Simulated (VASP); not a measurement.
# PtSe2 (Sudovikovite) (P-3m1) in VASP: a series of runs

The runs below take PtSe2 (Sudovikovite) through single point, with PBE.

Everything below comes from runs of VASP 6.6.1. Logs are shortened: lines on timing, memory, paths and dates and some standing lists are left out, and cuts for length are marked.

## 1. The cell of the first run

Symmetry: P-3m1, No. 164, trigonal system. The conventional cell has a = 3.724 Å, b = 3.724 Å, c = 5.062 Å, α = 90.00°, β = 90.00°, γ = 120.00°. Within 3.3 Å of Pt (site symmetry -3m) lie 6 Se at 2.49 Å. Within 3.3 Å of Se (site symmetry 3m) lie 3 Pt at 2.49 Å.

## 2. Single point, PBE

INCAR reads:

```
SYSTEM = PtSe2
PREC     = Accurate       ! precision mode
ENCUT    = 520            ! plane-wave cutoff, eV
EDIFF    = 1E-7           ! SCF threshold, eV
ISMEAR   = 0              ! smearing method
SIGMA    = 0.018000000000000002 ! smearing width, eV
LREAL    = .FALSE.        ! projectors in reciprocal space
LASPH    = .TRUE.         ! aspherical terms in the spheres
NELM     = 60             ! most SCF steps
ALGO     = Normal         ! electronic algorithm
ISIF     = 2              ! what is computed and relaxed
LWAVE    = .FALSE.        ! write WAVECAR
LCHARG   = .TRUE.         ! write CHGCAR
GGA      = PE             ! functional
LELF     = .TRUE.         ! ELF
LVHAR    = .TRUE.       
NBANDS   = 18             ! bands
```

KPOINTS reads:

```
regular mesh
0
G
  8 8 5
  0 0 0
```

POSCAR reads:

```
PtSe2
1.0
    3.7240000000      0.0000000000      0.0000000000
   -1.8620000000      3.2250786037      0.0000000000
    0.0000000000      0.0000000000      5.0620000000
Pt Se
1 2
Direct
    0.0000000000      0.0000000000      0.0000000000
    0.6666666667      0.3333333333      0.7500000000
    0.3333333333      0.6666666667      0.2500000000
```

Potentials or basis: VASP PAW PBE potentials, release 64 (Pt, Se).

On the command line:

```sh
$ cat potpaw_PBE.64/Pt/POTCAR potpaw_PBE.64/Se/POTCAR > POTCAR
$ mpirun -np 1 vasp_std > vasp.out
```

OUTCAR:

```text
SYSTEM = PtSe2
   PREC = Accurate
   ENCUT = 520
   EDIFF = 1E-7
   ISMEAR = 0
   LREAL = .FALSE.
   LASPH = .TRUE.
   NELM = 60
   ISIF = 2
   GGA = PE

 ion  position               nearest neighbor table
   1  0.000  0.000  0.000-   2 2.49   3 2.49   2 2.49   3 2.49   2 2.49   3 2.49
   2  0.667  0.333  0.750-   1 2.49   1 2.49   1 2.49
   3  0.333  0.667  0.250-   1 2.49   1 2.49   1 2.49

  LATTYP: Found a hexagonal cell.
 ALAT       =     3.7240000000
 C/A-ratio  =     1.3592910849

  Lattice vectors:

 A1 = (   3.7240000000,   0.0000000000,   0.0000000000)
 A2 = (  -1.8620000000,   3.2250786037,   0.0000000000)
 A3 = (   0.0000000000,   0.0000000000,   5.0620000000)

Analysis of symmetry for initial positions (statically):
=====================================================================
 Subroutine PRICEL returns:
 Original cell was already a primitive cell.

 Routine SETGRP: Setting up the symmetry group for a
 hexagonal supercell.

 Subroutine GETGRP returns: Found 12 space group operations
 (whereof 12 operations were pure point group operations)
 out of a pool of 24 trial point group operations.

The static configuration has the point symmetry D_3d.

Analysis of symmetry for dynamics (positions and initial velocities):
=====================================================================
 Subroutine PRICEL returns:
 Original cell was already a primitive cell.

 Routine SETGRP: Setting up the symmetry group for a
 hexagonal supercell.

 Subroutine GETGRP returns: Found 12 space group operations
 (whereof 12 operations were pure point group operations)
 out of a pool of 24 trial point group operations.

The dynamic configuration has the point symmetry D_3d.

 Subroutine INISYM returns: Found 12 space group operations
 (whereof 12 operations are pure point group operations),
 and found     1 'primitive' translations

----------------------------------------------------------------------------------------

                                     Primitive cell

  volume of cell :      60.7956

  direct lattice vectors                    reciprocal lattice vectors
     3.724000000  0.000000000  0.000000000     0.268528464  0.155034981  0.000000000
    -1.862000000  3.225078604  0.000000000     0.000000000  0.310069962  0.000000000
     0.000000000  0.000000000  5.062000000     0.000000000  0.000000000  0.197550375

  length of vectors
     3.724000000  3.724000000  5.062000000     0.310069962  0.310069962  0.197550375

  position of ions in fractional coordinates (direct lattice)
     0.000000000  0.000000000  0.000000000
     0.666666667  0.333333333  0.750000000
     0.333333333  0.666666667  0.250000000

  ion indices of the primitive-cell ions
   primitive index   ion index
                 1           1
                 2           2
                 3           3

----------------------------------------------------------------------------------------

 KPOINTS: regular mesh

Automatic generation of k-mesh.
 Grid dimensions read from file:
 generate k-points for:    8    8    5

 Generating k-lattice:

  Cartesian coordinates                     Fractional coordinates (reciprocal lattice)
     0.033566058  0.019379373  0.000000000     0.125000000  0.000000000  0.000000000
     0.000000000  0.038758745  0.000000000     0.000000000  0.125000000  0.000000000
     0.000000000  0.000000000  0.039510075     0.000000000  0.000000000  0.200000000

  Length of vectors
     0.038758745  0.038758745  0.039510075

  Shift w.r.t. Gamma in fractional coordinates (k-lattice)
     0.000000000  0.000000000  0.000000000

 Subroutine IBZKPT returns following result:
 ===========================================

 Found     40 irreducible k-points:

 Following reciprocal coordinates:
            Coordinates               Weight
  0.000000  0.000000  0.000000      1.000000
  0.125000 -0.000000  0.000000      6.000000
  0.250000 -0.000000  0.000000      6.000000
  0.375000  0.000000  0.000000      6.000000
  0.500000 -0.000000  0.000000      3.000000
  0.125000  0.125000  0.000000      6.000000
[... 16 lines left out ...]
 -0.125000  0.500000  0.200000     12.000000
  0.250000  0.250000  0.200000     12.000000
 [... further k-points ...]
   k-points           NKPTS =     40   k-points in BZ     NKDIM =     40   number of bands    NBANDS=     18
   number of dos      NEDOS =    301   number of ions     NIONS =      3
   total plane-waves  NPLWV =  31360
   dimension x,y,z NGX =    28 NGY =   28 NGZ =   40
   dimension x,y,z NGXF=    56 NGYF=   56 NGZF=   80
   ions per type =               1   2
   NGX,Y,Z   is equivalent  to a cutoff of  12.50, 12.50, 13.14 a.u.
   NGXF,Y,Z  is equivalent  to a cutoff of  25.00, 25.00, 26.27 a.u.
 SYSTEM =  PtSe2
   PREC   = accura    normal or accurate (medium, high low for compatibility)
   ISTART =      0    job   : 0-new  1-cont  2-samecut
   ICHARG =      2    charge: 1-file 2-atom 10-const
[... 26 lines left out ...]
     AMIX_MAG =   1.60;   BMIX_MAG =  1.00
  volume/ion in A,a.u.               =      20.27       136.76
  Fermi-wavevector in a.u.,A,eV,Ry     =   1.166608  2.204570 18.517184  1.360975
  Thomas-Fermi vector in A             =   2.303119
   LORBIT       =      0    0 simple, 1 ext, 2 COOP (PROOUT), +10 PAW based schemes
   GGA     = PE    functional components
   LHFCALC =     F    Hartree Fock is set to
   AEXX    =    0.0000 exact exchange contribution
   IVDW    =     0    specifies the selected vdW correction
   LEPSILON=     F    determine dielectric tensor
   LRPA    =     F    only Hartree local field effects (RPA)
 non-spin polarized calculation
 Gauss-broadening in eV      SIGMA  =   0.02
  energy-cutoff  :      520.00
  volume of cell :       60.80
 maximum number of plane-waves:      1654
   NGX = 13   NGY = 13   NGZ = 19

 number of electron      21.9999999 magnetization

 Free energy of the ion-electron system (eV)
  ---------------------------------------------------
  ext. energy  EPLUGINS =         0.00000000
  ---------------------------------------------------
  free energy    TOTEN  =       -14.18506006 eV

  energy without entropy =      -14.18490057  energy(sigma->0) =      -14.18498031

 E-fermi :   6.6336     XC(G=0): -10.6314

 val. band max:        6.5868179749   @ k =   0.0000   0.1250   0.2000
 cond. band min:       6.6517806288   @ k =   0.3750   0.2500   0.0000
 fundamental gap:      0.0649626539
 Fermi energy:         6.6336205963

 k-point     1 :       0.0000    0.0000    0.0000
  band No.  band energies     occupation
      1      -9.1762      2.00000
      2      -6.3506      2.00000
      3      -0.6624      2.00000
      4       0.0361      2.00000
      5       0.0361      2.00000
      6       2.4915      2.00000
[... 10 lines left out ...]
     17      13.8136      0.00000
     18      18.3488      0.00000

 k-point     2 :       0.1250   -0.0000    0.0000
  band No.  band energies     occupation
      1      -9.0015      2.00000
      2      -6.4291      2.00000
      3      -0.4566      2.00000
      4       0.1482      2.00000
      5       0.1634      2.00000
      6       2.2427      2.00000
[... 10 lines left out ...]
     17      14.3643      0.00000
     18      16.3189      0.00000

 k-point     3 :       0.2500   -0.0000    0.0000
  band No.  band energies     occupation
      1      -8.5190      2.00000
      2      -6.6295      2.00000
      3       0.0396      2.00000
      4       0.4192      2.00000
      5       0.5451      2.00000
      6       1.3048      2.00000
[... 10 lines left out ...]
     17      14.8099      0.00000
     18      14.8789      0.00000

 k-point     4 :       0.3750    0.0000    0.0000
  band No.  band energies     occupation
      1      -7.8706      2.00000
      2      -6.9011      2.00000
      3      -0.3183      2.00000
      4       0.6458      2.00000
      5       0.9080      2.00000
      6       1.4849      2.00000
[... 375 lines left out ...]
      4       0.5038      2.00000
      5       1.3463      2.00000
      6       1.3617      2.00000
[... 10 lines left out ...]
     17      15.5834      0.00000
     18      16.0920      0.00000

 k-point    23 :      -0.1250    0.5000    0.2000
  band No.  band energies     occupation
      1      -7.5286      2.00000
      2      -6.9859      2.00000
      3      -0.7455      2.00000
      4       0.3493      2.00000
      5       0.9137      2.00000
      6       2.0403      2.00000
[... 10 lines left out ...]
     17      15.7986      0.00000
     18      16.4471      0.00000

 k-point    24 :       0.2500    0.2500    0.2000
  band No.  band energies     occupation
      1      -7.5193      2.00000
      2      -7.0106      2.00000
      3      -0.2188      2.00000
      4       0.2580      2.00000
      5       0.7397      2.00000
      6       1.5329      2.00000
[... 10 lines left out ...]
     17      15.0011      0.00000
     18      15.5595      0.00000

 [... further k-points ...]

------------------------ aborting loop because EDIFF is reached ----------------------------------------

  FORCE on cell =-STRESS in cart. coord.  units (eV):
  Direction    XX          YY          ZZ          XY          YZ          ZX
  --------------------------------------------------------------------------------------
  -------------------------------------------------------------------------------------
  Total        2.9936573      2.9936573      2.3363832      0.0000000      0.0000000      0.0000000
  in kB       78.8933784     78.8933784     61.5718990      0.0000000      0.0000000      0.0000000
  external PRESSURE =      73.1195520 kB  Pullay stress =       0.0000000 kB

 VOLUME and BASIS-vectors are now :
 -----------------------------------------------------------------------------
  energy-cutoff  :      520.00
  volume of cell :       60.80
      direct lattice vectors                 reciprocal lattice vectors
     3.724000000  0.000000000  0.000000000     0.268528464  0.155034981  0.000000000
    -1.862000000  3.225078604  0.000000000     0.000000000  0.310069962  0.000000000
     0.000000000  0.000000000  5.062000000     0.000000000  0.000000000  0.197550375

 POSITION                                       TOTAL-FORCE (eV/Angst)
 -----------------------------------------------------------------------------------
      0.00000      0.00000      0.00000        -0.000000      0.000000      0.000000
      1.86200      1.07503      3.79650         0.000000     -0.000000     -0.575093
     -0.00000      2.15005      1.26550        -0.000000      0.000000      0.575093
 -----------------------------------------------------------------------------------
    total drift:                               -0.000000     -0.000000     -0.000000

  FREE ENERGIE OF THE ION-ELECTRON SYSTEM (eV)
  ---------------------------------------------------
  free  energy   TOTEN  =       -14.1850600553 eV

  energy  without entropy=      -14.1849005716  energy(sigma->0) =      -14.18498031
```

It took 60 s on 1 thread of Intel Xeon Platinum 8259CL at 2.50GHz (Skylake/Cascade Lake), shared host; peak memory 0.2 GiB.

Results:

| Property | Result |
| --- | --- |
| Free energy | -14.1851 eV |
| Pressure | 7.3 GPa |
| Largest force | 0.575 eV/Å |
| Band gap on the k mesh | zero (band 11 reaches 6.95 eV, above the bottom of band 12 at 6.65 eV) |

Forces in eV/Å, atoms in the order of the input:
```
Pt   0.000  0.000  0.000
Se   0.000  0.000 -0.575
Se   0.000  0.000  0.575
```

Levels at points of the mesh, in eV from the Fermi level:
```csv
k point,band 8,band 9,band 10,band 11,band 12,band 13,band 14,band 15
"(0.00, 0.00, 0.00)",-2.69,-1.17,-1.17,0.31,1.37,1.37,3.52,4.12
"(0.50, 0.00, 0.00)",-3.65,-3.63,-3.54,-3.09,0.57,2.26,4.68,5.74
```

Caveat: spin-orbit coupling is left out, which moves the levels of the heavy elements.

## 3. Single point, PBE

INCAR reads:

```
SYSTEM = PtSe2
  PREC = Accurate
  ENCUT = 520
  EDIFF = 1E-7
  ISMEAR = 0
  SIGMA = 0.022
  LREAL = .FALSE.
  LASPH = .TRUE.
  NELM = 100
  ALGO = Normal
  ISIF = 2
  LWAVE = .FALSE.
  LCHARG = .FALSE.
  GGA = PE
  NBANDS = 18
```

KPOINTS reads:

```
Automatic mesh
0
G
  8 8 5
  0 0 0
```

POSCAR is that of step 2.

Potentials or basis: VASP PAW PBE potentials, release 64 (Pt, Se).

On the command line:

```sh
$ cat potpaw_PBE.64/Pt/POTCAR potpaw_PBE.64/Se/POTCAR > POTCAR
$ mpirun -np 1 vasp_std > vasp.out
```

Wall time 66 s (1 thread of Intel Xeon Platinum 8259CL at 2.50GHz (Skylake/Cascade Lake), shared host); peak memory 0.2 GiB.

Results (log left out):

```yaml
Free_energy: -14.1851 eV
Pressure: 7.3 GPa
Largest_force: 0.575 eV/Å
Band_gap_on_the_k_mesh: zero (band 11 reaches 6.95 eV, above the bottom of band 12 at 6.65 eV)
```

Forces in eV/Å, atoms in the order of the input:
```
Pt   0.000  0.000  0.000
Se   0.000  0.000 -0.575
Se   0.000  0.000  0.575
```

Stress tensor (GPa, compression positive):
```
7.89 0.00 0.00
0.00 7.89 0.00
0.00 0.00 6.16
```

Levels at points of the mesh, in eV from the Fermi level:
```tsv
k point	band 8	band 9	band 10	band 11	band 12	band 13	band 14	band 15
(0.00, 0.00, 0.00)	-2.69	-1.16	-1.16	0.32	1.37	1.37	3.52	4.12
(0.50, 0.00, 0.00)	-3.64	-3.63	-3.54	-3.08	0.57	2.26	4.69	5.74
```

Caveat: spin-orbit coupling is left out, which moves the levels of the heavy elements.

## 4. Single point, PBE

INCAR reads:

```
PREC = Accurate
ENCUT = 520
EDIFF = 1E-7
ISMEAR = 0
SIGMA = 0.023
LREAL = F
LASPH = T
NELM = 60
ALGO = Normal
ISIF = 2
LWAVE = F
LCHARG = F
GGA = PE
NBANDS = 18
```

KPOINTS reads:

```
Automatic mesh
0
Gamma
  8 8 5
```

POSCAR is that of step 3.

On the command line:

```sh
$ cat potpaw_PBE.64/Pt/POTCAR potpaw_PBE.64/Se/POTCAR > POTCAR
$ mpirun -np 1 vasp_std > vasp.out
```

Wall time 56 s (1 thread of Intel Xeon Platinum 8259CL at 2.50GHz (Skylake/Cascade Lake), shared host); peak memory 0.2 GiB.

The run converged. Its results:

* Free energy: -14.1851 eV
* Pressure: 7.3 GPa
* Largest force: 0.575 eV/Å
* Band gap on the k mesh: zero (band 11 reaches 6.95 eV, above the bottom of band 12 at 6.65 eV)

Forces on the atoms (eV/Å):
```
Pt   0.000  0.000  0.000
Se   0.000  0.000 -0.575
Se   0.000  0.000  0.575
```

Stress tensor (GPa, compression positive):
```
7.89 0.00 0.00
0.00 7.89 0.00
0.00 0.00 6.16
```

Levels at points of the mesh, in eV from the Fermi level:
| k point | band 7 | band 8 | band 9 | band 10 | band 11 | band 12 | band 13 | band 14 | band 15 | band 16 |
| --- | --- | --- | --- | --- | --- | --- | --- | --- | --- | --- |
| (0.00, 0.00, 0.00) | -4.14 | -2.69 | -1.16 | -1.16 | 0.32 | 1.37 | 1.37 | 3.52 | 4.12 | 7.19 |
| (0.50, 0.00, 0.00) | -3.80 | -3.64 | -3.63 | -3.54 | -3.08 | 0.57 | 2.26 | 4.69 | 5.74 | 7.02 |

Caveat: spin-orbit coupling is left out, which moves the levels of the heavy elements.

## 5. Single point, PBE

INCAR reads:

```
ALGO     = Normal         # electronic algorithm
EDIFF    = 1E-7           # SCF threshold, eV
ENCUT    = 520            # plane-wave cutoff, eV
GGA      = PE             # functional
ISIF     = 2              # what is computed and relaxed
ISMEAR   = 0              # smearing method
LASPH    = T              # aspherical terms in the spheres
LCHARG   = F              # write CHGCAR
LREAL    = F              # projectors in reciprocal space
LWAVE    = F              # write WAVECAR
NBANDS   = 18             # bands
NELM     = 80             # most SCF steps
PREC     = Accurate       # precision mode
SIGMA    = 0.024          # smearing width, eV
```

KPOINTS reads:

```
k-points
0
Gamma
  8 8 5
```

POSCAR is that of step 4.

On the command line:

```sh
$ cat potpaw_PBE.64/Pt/POTCAR potpaw_PBE.64/Se/POTCAR > POTCAR
$ mpirun -np 1 vasp_std > vasp.out
```

Wall time 59 s (1 thread of Intel Xeon Platinum 8259CL at 2.50GHz (Skylake/Cascade Lake), shared host); peak memory 0.2 GiB.

Results (log left out):

```
Free energy            : -14.1851 eV
Pressure               : 7.3 GPa
Largest force          : 0.575 eV/Å
Band gap on the k mesh : zero (band 11 reaches 6.95 eV, above the bottom of band 12 at 6.65 eV)
```

Forces on the atoms (eV/Å):
```
Pt   0.000  0.000  0.000
Se   0.000  0.000 -0.575
Se   0.000  0.000  0.575
```

Stress tensor (GPa, compression positive):
```
7.89 0.00 0.00
0.00 7.89 0.00
0.00 0.00 6.16
```

Levels at points of the mesh, in eV from the Fermi level:
```
           k point  band 8  band 9  band 10  band 11  band 12  band 13  band 14  band 15
(0.00, 0.00, 0.00)   -2.69   -1.16    -1.16     0.32     1.37     1.37     3.52     4.12
(0.50, 0.00, 0.00)   -3.64   -3.62    -3.54    -3.08     0.57     2.26     4.69     5.74
```

Caveat: spin-orbit coupling is left out, which moves the levels of the heavy elements.

## 6. Single point, PBE

INCAR reads:

```
SYSTEM = PtSe2
ALGO     = Normal         ! electronic algorithm
EDIFF    = 1E-6           ! SCF threshold, eV
ENCUT    = 520            ! plane-wave cutoff, eV
GGA      = PE             ! functional
ISIF     = 2              ! what is computed and relaxed
ISMEAR   = 0              ! smearing method
LASPH    = .True.         ! aspherical terms in the spheres
LCHARG   = .True.         ! write CHGCAR
LELF     = .True.         ! ELF
LREAL    = .False.        ! projectors in reciprocal space
LVHAR    = .True.       
LWAVE    = .False.        ! write WAVECAR
NBANDS   = 18             ! bands
NELM     = 60             ! most SCF steps
PREC     = Accurate       ! precision mode
SIGMA    = 0.025          ! smearing width, eV
```

KPOINTS reads:

```
k-points
0
Gamma
  8 8 5
  0 0 0
```

POSCAR is that of step 5.

Potentials or basis: VASP PAW PBE potentials, release 64 (Pt, Se).

On the command line:

```sh
$ cat potpaw_PBE.64/Pt/POTCAR potpaw_PBE.64/Se/POTCAR > POTCAR
$ mpirun -np 1 vasp_std > vasp.out
```

It took 68 s on 1 thread of Intel Xeon Platinum 8259CL at 2.50GHz (Skylake/Cascade Lake), shared host; peak memory 0.2 GiB.

It converged, with:

* Free energy: -14.1851 eV
* Pressure: 7.3 GPa
* Largest force: 0.576 eV/Å
* Band gap on the k mesh: zero (band 11 reaches 6.95 eV, above the bottom of band 12 at 6.65 eV)

Forces on the atoms (eV/Å):
```
Pt   0.000  0.000  0.000
Se   0.000  0.000 -0.576
Se   0.000  0.000  0.576
```

Stress tensor (GPa, compression positive):
```
7.90 0.00 0.00
0.00 7.90 0.00
0.00 0.00 6.16
```

Levels at points of the mesh, in eV from the Fermi level:
```
           k point  band 8  band 9  band 10  band 11  band 12  band 13  band 14  band 15
(0.00, 0.00, 0.00)   -2.69   -1.16    -1.16     0.32     1.37     1.37     3.52     4.12
(0.50, 0.00, 0.00)   -3.64   -3.62    -3.54    -3.08     0.57     2.26     4.69     5.74
```

Caveat: spin-orbit coupling is left out, which moves the levels of the heavy elements.

## 7. The runs side by side

```tsv
smearing	gap on the mesh (eV)	pressure (GPa)	largest force (eV/Å)
gaussian 0.018 eV	none	7.3	0.58
gaussian 0.022 eV	none	7.3	0.58
gaussian 0.023 eV	none	7.3	0.58
gaussian 0.024 eV	none	7.3	0.58
gaussian 0.025 eV	none	7.3	0.58
```

Alike in all rows: task single point; level PBE; potentials or basis VASP PAW PBE potentials, release 64 (Pt, Se); no spin polarisation; cell as given; k mesh 8 × 8 × 5; cutoff (eV) 520.

Every run on the cell as given and a fine mesh finds a metal.

Caveats: spin-orbit coupling is left out, which moves the levels of the heavy elements.

Total energies depend on the potentials used, so only differences within one code and one set of settings carry meaning.
